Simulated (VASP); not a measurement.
Set up this calculation in VASP 6.6.1, as the native input.

```
Task                   : single point
Functional             : r2SCAN
Potentials or basis    : VASP PAW PBE potentials, release 64 (Ga_d, N)
Cutoff                 : 520 eV
k mesh                 : 10 × 10 × 10
Occupations            : fermi-dirac, width 0.02 eV
Spin                   : non-collinear spin, zero start, spin-orbit coupling
Starting moments       : [[0.0, 0.0, 0.0], [0.0, 0.0, 0.0]] μB
Dipole correction      : no
Further INCAR settings : ALGO = Normal; EDIFF = 1e-06; NBANDS = 30
```

The system is GaN.

```
CELL_PARAMETERS angstrom
0.00000 2.19286 2.03426
2.19286 0.00000 2.03426
2.19286 2.19286 0.00000
ATOMIC_POSITIONS crystal
Ga 0.00000 0.00000 0.00000
N 0.50000 0.50000 0.50000
```

This cell differs from its parent crystal: epitaxial xy strain +4.0%.

One way to write it, as run:

POSCAR

```
GaN
1.0
    0.0000000000      2.1928558437      2.0342577101
    2.1928558437      0.0000000000      2.0342577101
    2.1928558437      2.1928558437      0.0000000000
Ga N
1 1
Direct
    0.0000000000      0.0000000000      0.0000000000
    0.5000000000      0.5000000000      0.5000000000
```

INCAR.step1

```
SYSTEM = GaN
ALGO = Normal
EDIFF = 1E-4
ENCUT = 520
GGA = PE
GGA_COMPAT = .FALSE.
ISMEAR = -1
LASPH = .TRUE.
LCHARG = .FALSE.
LNONCOLLINEAR = .TRUE.
LREAL = .FALSE.
LSORBIT = .TRUE.
LWAVE = .TRUE.
MAGMOM = 0 0 0 0 0 0
NBANDS = 30
NELM = 150
PREC = Accurate
SIGMA = 0.02
```

INCAR.step2

```
SYSTEM = GaN
ALGO = Normal
EDIFF = 1E-6
ENCUT = 520
GGA_COMPAT = .FALSE.
ISIF = 2
ISMEAR = -1
ISTART = 1
LASPH = .TRUE.
LCHARG = .FALSE.
LMIXTAU = .TRUE.
LNONCOLLINEAR = .TRUE.
LORBIT = 11
LORBMOM = .TRUE.
LREAL = .FALSE.
LSORBIT = .TRUE.
LWAVE = .FALSE.
MAGMOM = 0 0 0 0 0 0
METAGGA = R2SCAN
NBANDS = 30
NELM = 150
PREC = Accurate
SIGMA = 0.02
```

KPOINTS

```
k-points
0
G
  10 10 10
  0 0 0
```

Potentials or basis: VASP PAW PBE potentials, release 64 (Ga_d, N).

Command:

```bash
$ cat potpaw_PBE.64/Ga_d/POTCAR potpaw_PBE.64/N/POTCAR > POTCAR
$ cp INCAR.step1 INCAR
$ mpirun -np 1 vasp_ncl > vasp.out
$ cp INCAR.step2 INCAR
$ mpirun -np 1 vasp_ncl > vasp.out
```

Results of the run:

The pressure is -6.5 GPa and the net moment is 0.00 μB per cell. The valence electrons inside the program's atomic spheres are Ga 11.56; N 3.75.

Caveat: the cell differs from its parent crystal (epitaxial xy strain +4.0%); the stress differs along the axes, from -10 to 2 GPa; the structure was generated, so it needn't be the stable form of GaN; the PAW data sets were made with another functional, which shifts forces and pressure a little.

Run time: 13 min on 1 thread of AMD EPYC 7R13 Processor (Zen 3) (shared host), peak memory 0.25 GiB.
